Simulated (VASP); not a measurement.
## Si: single point with r2SCAN

The system is Si.

```
Si
1.0
     5.52716    0.21809   -0.08888
    -0.21809   -5.66681   -0.07352
     0.08888   -0.07352   -5.45165
Si
8
Cartesian
  2.6990 0.4022 -0.0733
  -0.2281 -3.0257 -0.2823
  -0.0366 -0.0763 -2.4490
  2.6526 -2.9648 -2.9573
  4.1744 -3.6998 -4.1443
  1.4679 -1.6818 -4.2908
  1.2933 -4.0066 -1.2875
  4.1715 -1.5139 -1.3577
```

This cell differs from its parent crystal: atoms moved at random and the cell strained at random.

* Program: VASP 6.6.1
* Task: single point
* Functional: r2SCAN
* Potentials or basis: VASP PAW PBE potentials, release 64 (Si)
* Cutoff: 520 eV
* k mesh: 6 × 6 × 6
* Occupations: gaussian, width 0.05 eV
* Spin: no spin polarisation
* Dipole correction: no
* Further INCAR settings: ALGO = Normal; EDIFF = 1e-06; NBANDS = 26

```json
{
 "Pressure": "4.7 GPa",
 "Largest force": "8.611 eV/Å",
 "Band gap on the k mesh": "zero (bands 16 and 17 overlap by 0.37 eV)"
}
```

Forces in eV/Å, atoms in the order of the input:
```
Si   3.118 -4.103  3.103
Si   2.194 -0.418  5.237
Si   0.913  0.103 -1.604
Si  -1.408  2.148  3.492
Si   1.761 -5.101 -0.934
Si  -1.792  3.059 -0.607
Si   0.170 -1.551 -4.789
Si  -4.955  5.863 -3.900
```

Stress tensor (GPa, compression positive):
```
  8.94 -15.87   0.94
-15.87  -0.14  -7.40
  0.94  -7.40   5.18
```

Levels at points of the mesh, in eV from the Fermi level:
```tsv
k point	band 12	band 13	band 14	band 15	band 16	band 17	band 18	band 19	band 20	band 21
(0.00, 0.00, 0.00)	-2.82	-2.47	-0.96	-0.83	-0.33	-0.12	0.41	0.71	1.00	1.38
(0.50, 0.00, 0.00)	-2.85	-2.11	-1.61	-1.42	-1.37	0.83	1.15	1.83	1.93	3.12
(0.00, 0.50, 0.00)	-3.50	-3.21	-2.36	-0.83	-0.76	0.20	1.11	2.60	2.89	3.17
(0.50, 0.50, 0.00)	-3.32	-2.44	-1.63	-1.14	-0.37	1.29	1.61	1.82	2.46	3.37
(0.00, 0.00, 0.50)	-2.93	-2.26	-2.08	-1.55	-0.97	0.67	1.09	1.92	2.26	3.30
(0.50, 0.00, 0.50)	-3.14	-2.95	-1.55	-0.63	-0.36	0.97	1.48	2.47	2.90	3.60
(0.00, 0.50, 0.50)	-3.06	-1.93	-1.87	-0.83	-0.36	1.47	1.72	1.90	2.03	3.55
(0.50, 0.50, 0.50)	-1.50	-1.05	-0.69	-0.39	0.20	0.51	0.68	1.09	1.12	1.89
```

Run time: 13 min on 1 thread of AMD EPYC 9R45 96-Core Processor (Zen 5) (shared host), peak memory 0.45 GiB.

Caveat: the cell differs from its parent crystal (atoms moved at random and the cell strained at random); the stress differs along the axes, from -0 to 9 GPa; semilocal functionals underestimate gaps, and a narrow one can read as zero; the PAW data sets were made with another functional, which shifts forces and pressure a little.
